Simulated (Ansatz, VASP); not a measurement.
One calculation of AgPt3, two programs

File INCAR:

```
SYSTEM = AgPt3
ALGO = Normal
EDIFF = 1E-8
ENCUT = 520
ISIF = 2
ISMEAR = -1
LASPH = .True.
LCHARG = .False.
LEFG = .True.
LREAL = .False.
LWAVE = .False.
NBANDS = 28
NELM = 100
PREC = Accurate
SIGMA = 0.08
```

Contents of KPOINTS:

```
k-points
0
Gamma
  9 9 9
  0 0 0
```

File POSCAR:

```
AgPt3
1.0
    3.9513216749      0.0000000000      0.0000000000
    0.0000000000      3.9513216749      0.0000000000
    0.0000000000      0.0000000000      3.9513216749
Ag Pt
1 3
Direct
    0.0000000000      0.0000000000      0.0000000000
    0.0000000000      0.5000000000      0.5000000000
    0.5000000000      0.0000000000      0.5000000000
    0.5000000000      0.5000000000      0.0000000000
```

Input for Ansatz:

```yaml
crystal:
  lattice:
    - [3.9513216749, 0.0, 0.0]
    - [0.0, 3.9513216749, 0.0]
    - [0.0, 0.0, 3.9513216749]
  atoms:
    - { symbol: Ag, position: [0.0, 0.0, 0.0] }
    - { symbol: Pt, position: [0.0, 0.5, 0.5] }
    - { symbol: Pt, position: [0.5, 0.0, 0.5] }
    - { symbol: Pt, position: [0.5, 0.5, 0.0] }
kpoints:
  mp_grid: { grid: [9, 9, 9] }
scf:
  occupations: { method: fermi_dirac, width: 0.08 }
hamiltonian:
  xc: lda
  pseudopotentials: { kind: all_electron, datasets: crystal }
output:
  forces: true
  stress: true
  eigenvalues: true
  efg: { contact_densities: true }
```

Change from the starting cell: volume scaled by 1.04, crystal datasets.

Alike in both runs: task electric field gradients; functional LDA; k mesh 9 × 9 × 9; occupations fermi-dirac, width 0.08 eV; no spin polarisation.

|  | VASP | Ansatz |
| --- | --- | --- |
| version | VASP 6.6.1 | Ansatz 0.2.0 |
| potentials or method | VASP PAW LDA potentials, release 64 (Ag, Pt), cutoff 520 eV | all-electron PAW with datasets made for the crystal, scalar-relativistic |

|  | VASP | Ansatz | Ansatz less VASP |
| --- | --- | --- | --- |
| pressure (GPa) | -6.8 | -7.3 | -0.50 |
| size of Vzz on the site where it differs most (V/Å²) | 11.8 | 13.2 | +1.43 |

LDA's correlation is that of Perdew and Zunger in VASP and of Perdew and Wang (1992) in Ansatz. Ansatz ran all-electron here, and VASP with PAW potentials.

Spin-orbit coupling is off throughout.
